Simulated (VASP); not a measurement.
# MoS2 (R3m) in VASP: a series of runs

MoS2 is run at these levels: PBE; tasks: single point.

Program: VASP 6.6.1. These are calculated values, not measurements. Logs are shortened: lines on timing, memory, paths and dates and some standing lists are left out, and cuts for length are marked.

### 1 The cell of the first run

It takes space group R3m (No. 160, trigonal). Conventional cell: a = 3.160 Å, b = 3.160 Å, c = 18.450 Å, α = 90.00°, β = 90.00°, γ = 120.00°. Within 3.2 Å of Mo (site symmetry 3m) lie 6 S at 2.39 Å and 6 Mo at 3.16 Å. S (site symmetry 3m) has 3 Mo at 2.39 Å and 7 S at 3.08 to 3.16 Å within 3.2 Å. Within 3.2 Å of S (site symmetry 3m) lie 3 Mo at 2.39 Å and 7 S at 3.08 to 3.16 Å.

### 2 Single point, PBE

Contents of INCAR:

```
SYSTEM = MoS2
ALGO = Normal
EDIFF = 1E-7
ENCUT = 520
GGA = PE
ISIF = 2
ISMEAR = 1
LASPH = .TRUE.
LCHARG = .FALSE.
LREAL = .FALSE.
LWAVE = .FALSE.
NBANDS = 20
NELM = 80
PREC = Accurate
SIGMA = 0.1
```

Contents of KPOINTS:

```
k-points
0
G
  9 9 9
  0 0 0
```

Contents of POSCAR:

```
MoS2
1.0
    1.5800000000      0.9122130000      6.1500000000
   -1.5800000000      0.9122130000      6.1500000000
    0.0000000000     -1.8244270000      6.1500000000
Mo S
1 2
Direct
    0.0000000000      0.0000000000      0.0000000000
    0.2500000000      0.2500000000      0.2500000000
    0.4170000000      0.4170000000      0.4170000000
```

Potentials or basis: VASP PAW PBE potentials, release 64 (Mo_sv, S).

Run with:

```
> cat potpaw_PBE.64/Mo_sv/POTCAR potpaw_PBE.64/S/POTCAR > POTCAR
> mpirun -np 1 vasp_std > vasp.out
```

OUTCAR:

```text
SYSTEM = MoS2
   EDIFF = 1E-7
   ENCUT = 520
   GGA = PE
   ISIF = 2
   ISMEAR = 1
   LASPH = .TRUE.
   LREAL = .FALSE.
   NELM = 80
   PREC = Accurate

 ion  position               nearest neighbor table
   1  0.000  0.000  0.000-   2 2.39   2 2.39   2 2.39   3 2.39   3 2.39   3 2.39
   2  0.250  0.250  0.250-   1 2.39   1 2.39   1 2.39
   3  0.417  0.417  0.417-   1 2.39   1 2.39   1 2.39

  LATTYP: Found a trigonal (rhomboedric) cell.
 ALAT       =     6.4149070576
 COS(alpha) =     0.8786713312

  Lattice vectors:

 A1 = (   1.5800000000,   0.9122130000,   6.1500000000)
 A2 = (  -1.5800000000,   0.9122130000,   6.1500000000)
 A3 = (   0.0000000000,  -1.8244270000,   6.1500000000)

Analysis of symmetry for initial positions (statically):
=====================================================================
 Subroutine PRICEL returns:
 Original cell was already a primitive cell.

 Routine SETGRP: Setting up the symmetry group for a
 trigonal (rhombohedral) supercell.

 Subroutine GETGRP returns: Found  6 space group operations
 (whereof  6 operations were pure point group operations)
 out of a pool of 12 trial point group operations.

The static configuration has the point symmetry C_3v.

Analysis of symmetry for dynamics (positions and initial velocities):
=====================================================================
 Subroutine PRICEL returns:
 Original cell was already a primitive cell.

 Routine SETGRP: Setting up the symmetry group for a
 trigonal (rhombohedral) supercell.

 Subroutine GETGRP returns: Found  6 space group operations
 (whereof  6 operations were pure point group operations)
 out of a pool of 12 trial point group operations.

The dynamic configuration has the point symmetry C_3v.

 Subroutine INISYM returns: Found  6 space group operations
 (whereof  6 operations are pure point group operations),
 and found     1 'primitive' translations

----------------------------------------------------------------------------------------

                                     Primitive cell

  volume of cell :      53.1839

  direct lattice vectors                    reciprocal lattice vectors
     1.580000000  0.912213000  6.150000000     0.316455696  0.182705800  0.054200552
    -1.580000000  0.912213000  6.150000000    -0.316455696  0.182705800  0.054200552
     0.000000000 -1.824427000  6.150000000     0.000000000 -0.365411600  0.054200522

  length of vectors
     6.414907058  6.414907058  6.414907161     0.369409416  0.369409416  0.369409439

  position of ions in fractional coordinates (direct lattice)
     0.000000000  0.000000000  0.000000000
     0.250000000  0.250000000  0.250000000
     0.417000000  0.417000000  0.417000000

  ion indices of the primitive-cell ions
   primitive index   ion index
                 1           1
                 2           2
                 3           3

----------------------------------------------------------------------------------------

 KPOINTS: k-points

Automatic generation of k-mesh.
 Grid dimensions read from file:
 generate k-points for:    9    9    9

 Generating k-lattice:

  Cartesian coordinates                     Fractional coordinates (reciprocal lattice)
     0.035161744  0.020300644  0.006022284     0.111111111 -0.000000000  0.000000000
    -0.035161744  0.020300644  0.006022284    -0.000000000  0.111111111  0.000000000
     0.000000000 -0.040601289  0.006022280     0.000000000  0.000000000  0.111111111

  Length of vectors
     0.041045491  0.041045491  0.041045493

  Shift w.r.t. Gamma in fractional coordinates (k-lattice)
     0.000000000  0.000000000  0.000000000

 Subroutine IBZKPT returns following result:
 ===========================================

 Found     85 irreducible k-points:

 Following reciprocal coordinates:
            Coordinates               Weight
  0.000000  0.000000  0.000000      1.000000
  0.111111 -0.000000  0.000000      6.000000
  0.222222  0.000000  0.000000      6.000000
  0.333333  0.000000  0.000000      6.000000
  0.444444  0.000000  0.000000      6.000000
  0.111111  0.111111  0.000000      6.000000
[... 16 lines left out ...]
 -0.333333  0.333333  0.000000      6.000000
  0.444444  0.444444  0.000000      6.000000
 [... further k-points ...]
   k-points           NKPTS =     85   k-points in BZ     NKDIM =     85   number of bands    NBANDS=     20
   number of dos      NEDOS =    301   number of ions     NIONS =      3
   total plane-waves  NPLWV = 110592
   dimension x,y,z NGX =    48 NGY =   48 NGZ =   48
   dimension x,y,z NGXF=    96 NGYF=   96 NGZF=   96
   ions per type =               1   2
   NGX,Y,Z   is equivalent  to a cutoff of  12.44, 12.44, 12.44 a.u.
   NGXF,Y,Z  is equivalent  to a cutoff of  24.88, 24.88, 24.88 a.u.
 SYSTEM =  MoS2
   PREC   = accura    normal or accurate (medium, high low for compatibility)
   ISTART =      0    job   : 0-new  1-cont  2-samecut
   ICHARG =      2    charge: 1-file 2-atom 10-const
   ISPIN  =      1    spin polarized calculation?
   LNONCOLLINEAR =      F non collinear calculations
   LSORBIT =      F    spin-orbit coupling
   LASPH  =      T    aspherical Exc in radial PAW
   ENCUT  =  520.0 eV  38.22 Ry    6.18 a.u.  11.93 11.93 11.93*2*pi/ulx,y,z
   NELM   =     80;   NELMIN=  2; NELMDL= -5     # of ELM steps
   EDIFF  = 0.1E-06   stopping-criterion for ELM
   LREAL  =      F    real-space projection
   EDIFFG = 0.1E-05   stopping-criterion for IOM
   NSW    =      0    number of steps for IOM
   IBRION =     -1    ionic relax: 0-MD 1-quasi-New 2-CG
   NFREE  =      0    steps in history (QN), initial steepest desc. (CG)
   ISIF   =      2    stress and relaxation
   ISYM   =      2    0-nonsym 1-usesym 2-fastsym
   POTIM  = 0.5000    time-step for ionic-motion
   TEBEG  =    0.0;   TEEND  =   0.0 temperature during run
   PSTRESS=    0.0 pullay stress
   NELECT =      26.0000    total number of electrons
   NUPDOWN=      -1.0000    fix difference up-down
   EMIN   =  10.00;   EMAX   =-10.00  energy-range for DOS
   EFERMI =   0.00;   METHOD = LEGACY
   ISMEAR =     1;   SIGMA  =   0.10  broadening in eV -4-tet -1-fermi 0-gaus
   EFERMI_NEDOS =   21; number of points for ismear=-14 and -15
   IALGO  =     38    algorithm
   IMIX   =      4    mixing-type and parameters
     AMIX     =   0.40;   BMIX     =  1.00
     AMIX_MAG =   1.60;   BMIX_MAG =  1.00
  volume/ion in A,a.u.               =      17.73       119.63
  Fermi-wavevector in a.u.,A,eV,Ry     =   1.289652  2.437090 22.629253  1.663203
  Thomas-Fermi vector in A             =   2.421532
   LORBIT       =      0    0 simple, 1 ext, 2 COOP (PROOUT), +10 PAW based schemes
   GGA     = PE    functional components
   LHFCALC =     F    Hartree Fock is set to
   AEXX    =    0.0000 exact exchange contribution
   IVDW    =     0    specifies the selected vdW correction
   LEPSILON=     F    determine dielectric tensor
   LRPA    =     F    only Hartree local field effects (RPA)
 non-spin polarized calculation
 Methfessel and Paxton  Order N= 1 SIGMA  =   0.10
  energy-cutoff  :      520.00
  volume of cell :       53.18
 maximum number of plane-waves:      1448
   NGX = 23   NGY = 23   NGZ = 23

 number of electron      25.9999998 magnetization

 Free energy of the ion-electron system (eV)
  ---------------------------------------------------
  ext. energy  EPLUGINS =         0.00000000
  ---------------------------------------------------
  free energy    TOTEN  =       -21.78952121 eV

  energy without entropy =      -21.78954499  energy(sigma->0) =      -21.78952914

 E-fermi :   7.7224     XC(G=0): -10.8259

 val. band max:        7.6425585832   @ k =   0.4444   0.4444   0.4444
 cond. band min:       8.5965015795   @ k =  -0.2222   0.4444   0.1111
 fundamental gap:      0.9539429963
 Fermi energy:         7.7223576406

 k-point     1 :       0.0000    0.0000    0.0000
  band No.  band energies     occupation
      1     -53.9096      2.00000
      2     -28.0755      2.00000
      3     -27.8479      2.00000
      4     -27.8479      2.00000
      5      -7.4610      2.00000
      6      -5.7412      2.00000
[... 12 lines left out ...]
     19      15.7987      0.00000
     20      16.1589      0.00000

 k-point     2 :       0.1111   -0.0000    0.0000
  band No.  band energies     occupation
      1     -53.9047      2.00000
      2     -28.0658      2.00000
      3     -27.8967      2.00000
      4     -27.8589      2.00000
      5      -7.2698      2.00000
      6      -5.6837      2.00000
[... 12 lines left out ...]
     19      16.2094      0.00000
     20      16.5598      0.00000

 k-point     3 :       0.2222    0.0000    0.0000
  band No.  band energies     occupation
      1     -53.8924      2.00000
      2     -28.0413      2.00000
      3     -28.0187      2.00000
      4     -27.8868      2.00000
      5      -6.7479      2.00000
      6      -5.5270      2.00000
[... 12 lines left out ...]
     19      16.1787      0.00000
     20      16.7820      0.00000

 k-point     4 :       0.3333    0.0000    0.0000
  band No.  band energies     occupation
      1     -53.8783      2.00000
      2     -28.1546      2.00000
      3     -28.0133      2.00000
      4     -27.9183      2.00000
      5      -6.0609      2.00000
      6      -5.3258      2.00000
[... 12 lines left out ...]
     19      15.0897      0.00000
     20      15.4953      0.00000

 k-point     5 :       0.4444    0.0000    0.0000
  band No.  band energies     occupation
      1     -53.8691      2.00000
      2     -28.2417      2.00000
      3     -27.9950      2.00000
      4     -27.9387      2.00000
      5      -5.5229      2.00000
      6      -5.1816      2.00000
[... 12 lines left out ...]
     19      14.5304      0.00000
     20      15.1283      0.00000
[... 353 lines left out ...]
      6      -5.2802      2.00000
[... 12 lines left out ...]
     19      15.2068      0.00000
     20      16.2690      0.00000

 k-point    22 :      -0.4444    0.3333    0.0000
  band No.  band energies     occupation
      1     -53.8650      2.00000
      2     -28.1938      2.00000
      3     -28.0371      2.00000
      4     -27.9870      2.00000
      5      -5.2455      2.00000
      6      -5.1343      2.00000
[... 12 lines left out ...]
     19      15.2048      0.00000
     20      16.2023      0.00000

 k-point    23 :      -0.3333    0.3333    0.0000
  band No.  band energies     occupation
      1     -53.8626      2.00000
      2     -28.1548      2.00000
      3     -28.1058      2.00000
      4     -27.9821      2.00000
      5      -5.1147      2.00000
      6      -5.0490      2.00000
[... 12 lines left out ...]
     19      15.1822      0.00000
     20      16.7389      0.00000

 k-point    24 :       0.4444    0.4444    0.0000
  band No.  band energies     occupation
      1     -53.8691      2.00000
      2     -28.2417      2.00000
      3     -27.9950      2.00000
      4     -27.9387      2.00000
      5      -5.4446      2.00000
      6      -5.2745      2.00000
[... 12 lines left out ...]
     19      14.7377      0.00000
     20      15.8041      0.00000

 [... further k-points ...]

------------------------ aborting loop because EDIFF is reached ----------------------------------------

  FORCE on cell =-STRESS in cart. coord.  units (eV):
  Direction    XX          YY          ZZ          XY          YZ          ZX
  --------------------------------------------------------------------------------------
  -------------------------------------------------------------------------------------
  Total        1.4698977      1.4698974      2.2494327      0.0000000     -0.0000001      0.0000000
  in kB       44.2810406     44.2810317     67.7647317      0.0000000     -0.0000037      0.0000000
  external PRESSURE =      52.1089347 kB  Pullay stress =       0.0000000 kB

 VOLUME and BASIS-vectors are now :
 -----------------------------------------------------------------------------
  energy-cutoff  :      520.00
  volume of cell :       53.18
      direct lattice vectors                 reciprocal lattice vectors
     1.580000000  0.912213000  6.150000000     0.316455696  0.182705800  0.054200552
    -1.580000000  0.912213000  6.150000000    -0.316455696  0.182705800  0.054200552
     0.000000000 -1.824427000  6.150000000     0.000000000 -0.365411600  0.054200522

 POSITION                                       TOTAL-FORCE (eV/Angst)
 -----------------------------------------------------------------------------------
      0.00000      0.00000      0.00000         0.000000     -0.000000      0.086597
      0.00000     -0.00000      4.61250         0.000000      0.000000     -0.506794
      0.00000     -0.00000      7.69365         0.000000     -0.000000      0.420196
 -----------------------------------------------------------------------------------
    total drift:                                0.000000     -0.000003      0.000050

  FREE ENERGIE OF THE ION-ELECTRON SYSTEM (eV)
  ---------------------------------------------------
  free  energy   TOTEN  =       -21.7895212111 eV

  energy  without entropy=      -21.7895449877  energy(sigma->0) =      -21.78952914
```

Wall time 2.9 min (1 thread of Intel Xeon Platinum 8375C at 2.90GHz (Ice Lake), shared host); peak memory 0.35 GiB.

What came out:

```yaml
Free_energy: -21.7895 eV
Pressure: 5.2 GPa
Largest_force: 0.507 eV/Å
Band_gap_on_the_k_mesh: 0.95 eV, indirect (least direct gap 1.71 eV)
```

Forces in eV/Å, atoms in the order of the input:
```
Mo   0.000  0.000  0.087
S    0.000  0.000 -0.507
S    0.000  0.000  0.420
```

### 3 Single point, PBE

Contents of INCAR:

```
ALGO = Normal
EDIFF = 1E-7
ENCUT = 520
GGA = PE
ISIF = 2
ISMEAR = 1
LASPH = True
LCHARG = False
LREAL = False
LWAVE = False
NBANDS = 20
NELM = 80
PREC = Accurate
SIGMA = 0.1
```

Contents of KPOINTS:

```
k-points
0
Gamma
  9 9 9
```

POSCAR is that of step 2.

Potentials or basis: VASP PAW PBE potentials, release 64 (Mo_sv, S).

Run with:

```
> cat potpaw_PBE.64/Mo_sv/POTCAR potpaw_PBE.64/S/POTCAR > POTCAR
> mpirun -np 1 vasp_std > vasp.out
```

Wall time 3.1 min (1 thread of Intel Xeon Platinum 8375C at 2.90GHz (Ice Lake), shared host); peak memory 0.35 GiB.

The run converged. Its results:

- Free energy: -21.7895 eV
- Pressure: 5.2 GPa
- Largest force: 0.507 eV/Å
- Band gap on the k mesh: 0.95 eV, indirect (least direct gap 1.71 eV)

Forces on the atoms (eV/Å):
```
Mo   0.000  0.000  0.087
S    0.000  0.000 -0.507
S    0.000  0.000  0.420
```

Stress tensor (GPa, compression positive):
```
4.43 0.00 0.00
0.00 4.43 0.00
0.00 0.00 6.78
```

Levels at points of the mesh, in eV from the valence-band top:
| k point | band 11 | band 12 | band 13 | band 14 | band 15 | band 16 |
| --- | --- | --- | --- | --- | --- | --- |
| (0.00, 0.00, 0.00) | -2.32 | -1.26 | -1.15 | 2.04 | 2.04 | 2.46 |

A k mesh can miss the band edges.
